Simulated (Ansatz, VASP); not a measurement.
CdSb2Te4: VASP beside Ansatz

INCAR

```
SYSTEM = CdSb2Te4
PREC = Accurate
ENCUT = 520
EDIFF = 1E-7
ISMEAR = 0
SIGMA = 0.1111
LREAL = .FALSE.
LASPH = .TRUE.
NELM = 80
ALGO = Normal
ISIF = 2
LWAVE = .FALSE.
LCHARG = .FALSE.
GGA = PE
NBANDS = 32
```

File KPOINTS:

```
regular mesh
0
G
  5 5 5
  0 0 0
```

The input POSCAR:

```
CdSb2Te4
1.0
    0.0000000000      6.2642340000      0.0000000000
    6.2642340000      0.0000000000      0.0000000000
    3.1321170000      3.1321170000     -6.2596910000
Cd Sb Te
1 2 4
Direct
    0.0000000000      0.0000000000      0.0000000000
    0.5000000000      0.5000000000      0.0000000000
    0.7500000000      0.2500000000      0.5000000000
    0.3700000000      0.3900000000      0.7400000000
    0.6100000000      0.1100000000      0.2600000000
    0.8900000000      0.8700000000      0.7400000000
    0.1300000000      0.6300000000      0.2600000000
```

Input for Ansatz:

```yaml
crystal:
  lattice:
    - [0.0, 6.264234, 0.0]
    - [6.264234, 0.0, 0.0]
    - [3.132117, 3.132117, -6.259691]
  atoms:
    - { symbol: Cd, position: [0.0, 0.0, 0.0] }
    - { symbol: Sb, position: [0.5, 0.5, 0.0] }
    - { symbol: Sb, position: [0.75, 0.25, 0.5] }
    - { symbol: Te, position: [0.37, 0.39, 0.74] }
    - { symbol: Te, position: [0.61, 0.11, 0.26] }
    - { symbol: Te, position: [0.89, 0.87, 0.74] }
    - { symbol: Te, position: [0.13, 0.63, 0.26] }
  symmetry: { tolerance: 0.0003 }
kpoints:
  mp_grid: { grid: [5, 5, 5], shift: [0, 0, 0] }
  band_path:
    path:
      - [0.0, 0.0, 0.0]
      - [0.5, -0.5, 0.0]
      - [0.5, -0.5, 0.25]
      - [0.0, -0.5, 0.0]
      - [0.0, 0.0, 0.0]
      - [0.0, 0.0, 0.5]
      - [0.0, -0.3748185, 0.31259075]
      - [0.0, -0.6251815, -0.31259075]
      - [0.0, 0.0, 0.0]
      - [0.5, -0.5, 0.0]
      - [0.3748185, -0.6251815, -0.1251815]
    npoints: 6
magnetization:
  spin_polarized: false
scf:
  occupations: { method: gaussian, width: 0.1111 }
  lower_state_search: "off"
  max_iter: 200
hamiltonian:
  pseudopotentials: { kind: paw }
  xc: pbe
basis:
  ecutwfc: 420
  fft_grid_basis: typed
output:
  forces: true
  stress: true
  eigenvalues: true
  bader: true
  populations: true
  elf: true
  write_potential: true
  volumetric_format: npy
  dos:
    e_range: [-12, 8]
    de: 0.05
    projected: { site_lists: { Cd: [Cd], Sb: [Sb], Te: [Te] } }
checkpoint:
  read: saved_state
```

Alike in both runs: task single point; functional PBE; k mesh 5 × 5 × 5; occupations gaussian, width 0.1111 eV; no spin polarisation.

|  | VASP | Ansatz |
| --- | --- | --- |
| version | VASP 6.6.1 | Ansatz 0.2.0 |
| potentials or method | VASP PAW PBE potentials, release 64 (Cd, Sb, Te), cutoff 520 eV | PAW plane waves |
| valence electrons in the cell | 46 | 114 |

VASP gave:

* pressure (GPa): 10.6
* traceless stress, the component that is largest in VASP (GPa): 0.65
* rms of the force components (eV/Å): 0.812

Estimate Ansatz's values.

pressure (GPa): 10.4; traceless stress, the component that is largest in VASP (GPa): 0.63; rms of the force components (eV/Å): 0.805.

Atom by atom the forces differ by 0.008 eV/Å (rms over components). VASP's potentials hold 46 valence electrons a cell and Ansatz's 114, so a difference there can come from the potentials and not from the codes.

Neither program's run includes spin-orbit coupling.
